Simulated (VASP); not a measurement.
Runs of VASP 6.6.1 on WSe. The cell holds a slab with vacuum, 4 atoms: a = 3.318 Å, b = 3.318 Å, c = 31.658 Å, α = 90.00°, β = 90.00°, γ = 120.00°. 

| task | level | potentials or basis | cell | cutoff (eV) | gap on the mesh (eV) | largest force (eV/Å) |
| --- | --- | --- | --- | --- | --- | --- |
| single point | PBE | VASP PAW PBE potentials, release 64 (W_sv, Se) | as given | 520 | (a) | 0.41 |
| relaxation of the atoms | PBE | VASP PAW PBE potentials, release 64 (W_sv, Se) | atoms relaxed | 450 | 0.36 | - |
| single point | LDA | VASP PAW LDA potentials, release 64 (W_sv, Se) | as given | 520 | 0.27 | (b) |
| single point | PBEsol | VASP PAW PBE potentials, release 64 (W_sv, Se) | as given | 520 | 0.33 | 0.81 |

Alike in all rows: no spin polarisation; k mesh 9 × 9 × 1; smearing fermi-dirac 0.05 eV.

**Question.** Estimate the missing entries.

**Answer.** (a) 0.35; (b) 1.07.

Caveats: spin-orbit coupling is left out, which moves the levels of the heavy elements; the PAW data sets were made with another functional, which shifts forces and pressure a little (some runs).

A k mesh can miss the band edges, and the runs leave out spin-orbit coupling on Se, W.
